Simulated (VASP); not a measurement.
# Zr (Im-3m) in VASP: density of states with PBE

Aim: the density of states of Zr with PBE.

Everything below comes from runs of VASP 6.6.1. Logs are shortened: lines on timing, memory, paths and dates and some standing lists are left out, and cuts for length are marked.

## (1) The cell of the first run

Symmetry: Im-3m, No. 229, cubic system. The conventional cell has a = 3.574 Å, b = 3.574 Å, c = 3.574 Å, α = 90.00°, β = 90.00°, γ = 90.00°. Zr (site symmetry m-3m) has 14 Zr at 3.09 to 3.57 Å within 4.1 Å.

## (2) Density of states, PBE, non-collinear spin, zero start, spin-orbit coupling

Input file POSCAR:

```
Zr
1.0
   -1.7868911981      1.7868911981      1.7868911981
    1.7868911981     -1.7868911981      1.7868911981
    1.7868911981      1.7868911981     -1.7868911981
Zr
1
Direct
    0.0000000000      0.0000000000      0.0000000000
```

Input file INCAR.step1:

```
  PREC = Accurate
  ENCUT = 520
  EDIFF = 1E-6
  ISMEAR = 0
  SIGMA = 0.05
  LREAL = False
  LASPH = True
  NELM = 150
  ALGO = Normal
  ISIF = 2
  LWAVE = False
  LCHARG = True
  MAGMOM = 0 0 0
  LSORBIT = True
  GGA_COMPAT = False
  LORBMOM = True
  LMAXMIX = 4
  GGA = PE
  NBANDS = 23
```

Input file KPOINTS.step1:

```
Automatic mesh
0
Gamma
  16 16 16
```

Input file INCAR.step2:

```
  PREC = Accurate
  ENCUT = 520
  EDIFF = 1E-6
  ISMEAR = -5
  SIGMA = 0.05
  LREAL = False
  LASPH = True
  NELM = 150
  ALGO = Normal
  ISIF = 2
  LWAVE = False
  LCHARG = False
  MAGMOM = 0 0 0
  LORBIT = 10
  LSORBIT = True
  GGA_COMPAT = False
  LORBMOM = True
  LMAXMIX = 4
  GGA = PE
  NBANDS = 23
  NEDOS = 1001
  ICHARG = 11
```

Input file KPOINTS.step2:

```
Automatic mesh
0
Gamma
  24 24 24
```

Potentials or basis: VASP PAW PBE potentials, release 64 (Zr_sv).

On the command line:

```console
> cat potpaw_PBE.64/Zr_sv/POTCAR > POTCAR
> cp INCAR.step1 INCAR
> cp KPOINTS.step1 KPOINTS
> mpirun -np 1 vasp_ncl > vasp.out
> cp INCAR.step2 INCAR
> cp KPOINTS.step2 KPOINTS
> mpirun -np 1 vasp_ncl > vasp.out
```

OUTCAR:

```text
PREC = Accurate
   ENCUT = 520
   EDIFF = 1E-6
   ISMEAR = -5
   LREAL = False
   LASPH = True
   NELM = 150
   ISIF = 2
   LORBIT = 10
   LSORBIT = True
   GGA = PE
   ICHARG = 11

 ion  position               nearest neighbor table
   1  0.000  0.000  0.000-

  LATTYP: Found a body centered cubic cell.
 ALAT       =     3.5737823962

  Lattice vectors:

 A1 = (  -1.7868911981,   1.7868911981,   1.7868911981)
 A2 = (   1.7868911981,  -1.7868911981,   1.7868911981)
 A3 = (   1.7868911981,   1.7868911981,  -1.7868911981)

Analysis of symmetry for initial positions (statically):
=====================================================================
 Subroutine PRICEL returns:
 Original cell was already a primitive cell.

 Routine SETGRP: Setting up the symmetry group for a
 body centered cubic supercell.

 Subroutine GETGRP returns: Found 48 space group operations
 (whereof 48 operations were pure point group operations)
 out of a pool of 48 trial point group operations.

The static configuration has the point symmetry O_h .

Analysis of symmetry for dynamics (positions and initial velocities):
=====================================================================
 Subroutine PRICEL returns:
 Original cell was already a primitive cell.

 Routine SETGRP: Setting up the symmetry group for a
 body centered cubic supercell.

 Subroutine GETGRP returns: Found 48 space group operations
 (whereof 48 operations were pure point group operations)
 out of a pool of 48 trial point group operations.

The dynamic configuration has the point symmetry O_h .

Analysis of structural, dynamic, and magnetic symmetry:
=====================================================================
 Subroutine PRICEL returns:
 Original cell was already a primitive cell.

 Routine SETGRP: Setting up the symmetry group for a
 body centered cubic supercell.

 Subroutine GETGRP returns: Found 48 space group operations
 (whereof 48 operations were pure point group operations)
 out of a pool of 48 trial point group operations.

The overall configuration has the point symmetry O_h .

 Subroutine INISYM returns: Found 48 space group operations
 (whereof 48 operations are pure point group operations),
 and found     1 'primitive' translations

----------------------------------------------------------------------------------------

                                     Primitive cell

  volume of cell :      22.8220

  direct lattice vectors                    reciprocal lattice vectors
    -1.786891198  1.786891198  1.786891198     0.000000000  0.279815582  0.279815582
     1.786891198 -1.786891198  1.786891198     0.279815582  0.000000000  0.279815582
     1.786891198  1.786891198 -1.786891198     0.279815582  0.279815582  0.000000000

  length of vectors
     3.094986343  3.094986343  3.094986343     0.395718991  0.395718991  0.395718991

  position of ions in fractional coordinates (direct lattice)
     0.000000000  0.000000000  0.000000000

  ion indices of the primitive-cell ions
   primitive index   ion index
                 1           1

----------------------------------------------------------------------------------------

 KPOINTS: Automatic mesh

Automatic generation of k-mesh.
 Grid dimensions read from file:
 generate k-points for:   24   24   24

 Generating k-lattice:

  Cartesian coordinates                     Fractional coordinates (reciprocal lattice)
     0.000000000  0.011658983  0.011658983     0.041666667  0.000000000  0.000000000
     0.011658983  0.000000000  0.011658983     0.000000000  0.041666667  0.000000000
     0.011658983  0.011658983  0.000000000     0.000000000  0.000000000  0.041666667

  Length of vectors
     0.016488291  0.016488291  0.016488291

  Shift w.r.t. Gamma in fractional coordinates (k-lattice)
     0.000000000  0.000000000  0.000000000

 TETIRR: Found  16469 inequivalent tetrahedra from    82944

 Subroutine IBZKPT returns following result:
 ===========================================

 Found    413 irreducible k-points:

 Following reciprocal coordinates:
            Coordinates               Weight
  0.000000  0.000000  0.000000      1.000000
  0.041667  0.000000  0.000000     12.000000
  0.083333  0.000000  0.000000     12.000000
  0.125000  0.000000  0.000000     12.000000
  0.166667  0.000000  0.000000     12.000000
  0.208333  0.000000  0.000000     12.000000
[... 16 lines left out ...]
  0.416667  0.041667  0.000000     48.000000
  0.458333  0.041667 -0.000000     48.000000
 [... further k-points ...]
   k-points           NKPTS =    413   k-points in BZ     NKDIM =    413   number of bands    NBANDS=     23
   number of dos      NEDOS =   1001   number of ions     NIONS =      1
   total plane-waves  NPLWV =  13824
   dimension x,y,z NGX =    24 NGY =   24 NGZ =   24
   dimension x,y,z NGXF=    48 NGYF=   48 NGZF=   48
   ions per type =               1
   NGX,Y,Z   is equivalent  to a cutoff of  12.89, 12.89, 12.89 a.u.
   NGXF,Y,Z  is equivalent  to a cutoff of  25.78, 25.78, 25.78 a.u.
 SYSTEM =  unknown system
   PREC   = accura    normal or accurate (medium, high low for compatibility)
   ISTART =      0    job   : 0-new  1-cont  2-samecut
   ICHARG =     11    charge: 1-file 2-atom 10-const
   ISPIN  =      1    spin polarized calculation?
   LNONCOLLINEAR =      T non collinear calculations
   LSORBIT =      T    spin-orbit coupling
   LASPH  =      T    aspherical Exc in radial PAW
   ENCUT  =  520.0 eV  38.22 Ry    6.18 a.u.   5.75  5.75  5.75*2*pi/ulx,y,z
   NELM   =    150;   NELMIN=  2; NELMDL=  0     # of ELM steps
   EDIFF  = 0.1E-05   stopping-criterion for ELM
   LREAL  =      F    real-space projection
   EDIFFG = 0.1E-04   stopping-criterion for IOM
   NSW    =      0    number of steps for IOM
   IBRION =     -1    ionic relax: 0-MD 1-quasi-New 2-CG
   NFREE  =      0    steps in history (QN), initial steepest desc. (CG)
   ISIF   =      2    stress and relaxation
   ISYM   =      2    0-nonsym 1-usesym 2-fastsym
   POTIM  = 0.5000    time-step for ionic-motion
   TEBEG  =    0.0;   TEEND  =   0.0 temperature during run
   PSTRESS=    0.0 pullay stress
   NELECT =      12.0000    total number of electrons
   NUPDOWN=      -1.0000    fix difference up-down
   EMIN   =  10.00;   EMAX   =-10.00  energy-range for DOS
   EFERMI =   0.00;   METHOD = LEGACY
   ISMEAR =    -5;   SIGMA  =   0.05  broadening in eV -4-tet -1-fermi 0-gaus
   EFERMI_NEDOS =   21; number of points for ismear=-14 and -15
   IALGO  =     38    algorithm
   IMIX   =      4    mixing-type and parameters
     AMIX     =   0.40;   BMIX     =  1.00
     AMIX_MAG =   1.60;   BMIX_MAG =  1.00
  volume/ion in A,a.u.               =      22.82       154.01
  Fermi-wavevector in a.u.,A,eV,Ry     =   1.321348  2.496985 23.755227  1.745960
  Thomas-Fermi vector in A             =   2.451108
   LORBIT       =     10    0 simple, 1 ext, 2 COOP (PROOUT), +10 PAW based schemes
   GGA     = PE    functional components
   LHFCALC =     F    Hartree Fock is set to
   AEXX    =    0.0000 exact exchange contribution
   IVDW    =     0    specifies the selected vdW correction
   LEPSILON=     F    determine dielectric tensor
   LRPA    =     F    only Hartree local field effects (RPA)
 Fermi weights with tetrahedron method with Bloechl corrections
  energy-cutoff  :      520.00
  volume of cell :       22.82
 maximum number of plane-waves:      1264

 number of electron      12.0000000 magnetization       0.0000000     -0.0000000     -0.0000000

 Free energy of the ion-electron system (eV)
  ---------------------------------------------------
  ext. energy  EPLUGINS =         0.00000000
  ---------------------------------------------------
  free energy    TOTEN  =        -8.50830876 eV

  energy without entropy =       -8.50830876  energy(sigma->0) =       -8.50830876

 E-fermi :   8.9315     XC(G=0): -11.1673

 val. band max:        8.9702839119   @ k =  -0.3750   0.3750   0.1250
 cond. band min:       8.9117251893   @ k =  -0.3750  -0.4167   0.1667
 fundamental gap:     -0.0585587226
 Fermi energy:         8.9315120817

 k-point     1 :       0.0000    0.0000    0.0000
  band No.  band energies     occupation
      1     -39.5219      1.00000
      2     -39.5219      1.00000
      3     -18.2029      1.00000
      4     -18.2029      1.00000
      5     -16.4239      1.00000
      6     -16.4239      1.00000
[... 15 lines left out ...]
     22      21.3869      0.00000
     23      21.3869      0.00000

 k-point     2 :       0.0417    0.0000    0.0000
  band No.  band energies     occupation
      1     -39.5192      1.00000
      2     -39.5192      1.00000
      3     -18.2102      1.00000
      4     -18.2102      1.00000
      5     -16.4385      1.00000
      6     -16.4385      1.00000
[... 15 lines left out ...]
     22      21.4429      0.00000
     23      21.4971      0.00000

 k-point     3 :       0.0833    0.0000    0.0000
  band No.  band energies     occupation
      1     -39.5111      1.00000
      2     -39.5111      1.00000
      3     -18.2319      1.00000
      4     -18.2319      1.00000
      5     -16.4809      1.00000
      6     -16.4809      1.00000
[... 15 lines left out ...]
     22      21.5952      0.00000
     23      21.8213      0.00000
[... 495 lines left out ...]
 k-point    23 :       0.4167    0.0417    0.0000
  band No.  band energies     occupation
      1     -39.3633      1.00000
      2     -39.3633      1.00000
      3     -18.6907      1.00000
      4     -18.6907      1.00000
      5     -17.1131      1.00000
      6     -17.1131      1.00000
[... 15 lines left out ...]
     22      19.3040      0.00000
     23      19.7582      0.00000

 k-point    24 :       0.4583    0.0417   -0.0000
  band No.  band energies     occupation
      1     -39.3577      1.00000
      2     -39.3577      1.00000
      3     -18.7101      1.00000
      4     -18.7101      1.00000
      5     -17.1326      1.00000
      6     -17.1326      1.00000
[... 15 lines left out ...]
     22      19.1213      0.00000
     23      19.4531      0.00000

 [... further k-points ...]
[... 5 lines left out ...]
  --------------------------------------------------------------------------------------
  -------------------------------------------------------------------------------------
  Total       -0.0114288     -0.0114288     -0.0114288     -0.0000000      0.0000000     -0.0000000
  in kB       -0.8023353     -0.8023353     -0.8023353     -0.0000000      0.0000000     -0.0000000
  external PRESSURE =      -0.8023353 kB  Pullay stress =       0.0000000 kB

 VOLUME and BASIS-vectors are now :
 -----------------------------------------------------------------------------
  energy-cutoff  :      520.00
  volume of cell :       22.82
      direct lattice vectors                 reciprocal lattice vectors
    -1.786891198  1.786891198  1.786891198     0.000000000  0.279815582  0.279815582
     1.786891198 -1.786891198  1.786891198     0.279815582  0.000000000  0.279815582
     1.786891198  1.786891198 -1.786891198     0.279815582  0.279815582  0.000000000

 POSITION                                       TOTAL-FORCE (eV/Angst)
 -----------------------------------------------------------------------------------
      0.00000      0.00000      0.00000        -0.000000      0.000000      0.000000
 -----------------------------------------------------------------------------------
    total drift:                               -0.000000     -0.000000     -0.000000

  FREE ENERGIE OF THE ION-ELECTRON SYSTEM (eV)
  ---------------------------------------------------
  free  energy   TOTEN  =        -8.5083087644 eV

  energy  without entropy=       -8.5083087644  energy(sigma->0) =       -8.50830876

 orbital moment (x)

 # of ion     p       d       tot
 ----------------------------------------
  1         0.000  -0.000  -0.000
 ----------------------------------------
            0.000  -0.000  -0.000

 orbital moment (y)

 # of ion     p       d       tot
 ----------------------------------------
  1         0.000  -0.000  -0.000
 ----------------------------------------
            0.000  -0.000  -0.000

 orbital moment (z)

 # of ion     p       d       tot
 ----------------------------------------
  1         0.000   0.000   0.000
 ----------------------------------------
            0.000   0.000   0.000

 Spin-Orbit-Coupling matrix elements

 Ion:    1  E_soc:     -0.1444755
 l=   1
     0.0000000    -0.0233698    -0.0233698
    -0.0233698     0.0000000    -0.0233698
    -0.0233698    -0.0233698     0.0000000
 l=   2
     0.0000000    -0.0001151     0.0000000    -0.0001151    -0.0005944
    -0.0001151     0.0000000    -0.0004458    -0.0001151    -0.0001486
     0.0000000    -0.0004458     0.0000000    -0.0004458     0.0000000
    -0.0001151    -0.0001151    -0.0004458     0.0000000    -0.0001486
    -0.0005944    -0.0001486     0.0000000    -0.0001486     0.0000000
 l=   3
     0.0000000     0.0000000     0.0000000     0.0000000     0.0000000     0.0000000     0.0000000
     0.0000000     0.0000000     0.0000000     0.0000000     0.0000000     0.0000000     0.0000000
     0.0000000     0.0000000     0.0000000     0.0000000     0.0000000     0.0000000     0.0000000
     0.0000000     0.0000000     0.0000000     0.0000000     0.0000000     0.0000000     0.0000000
     0.0000000     0.0000000     0.0000000     0.0000000     0.0000000     0.0000000     0.0000000
     0.0000000     0.0000000     0.0000000     0.0000000     0.0000000     0.0000000     0.0000000
     0.0000000     0.0000000     0.0000000     0.0000000     0.0000000     0.0000000     0.0000000

 total charge

# of ion       s       p       d       tot
------------------------------------------
    1        2.226   5.947   1.706   9.880

 magnetization (x)

# of ion       s       p       d       tot
------------------------------------------
    1        0.000  -0.000   0.000   0.000

 magnetization (y)

# of ion       s       p       d       tot
------------------------------------------
    1       -0.000   0.000   0.000  -0.000

 magnetization (z)

# of ion       s       p       d       tot
------------------------------------------
    1        0.000   0.000   0.000   0.000
```

It took 4.7 min on 1 thread of AMD EPYC 7R13, shared host; peak memory 0.45 GiB.

Results:

```
Net moment                                            : 0.00 μB per cell
Valence electrons inside the program's atomic spheres : Zr 9.88
```

Moments on the atoms (μB; x, y, z):
```
Zr  0.00 0.00 0.00
```
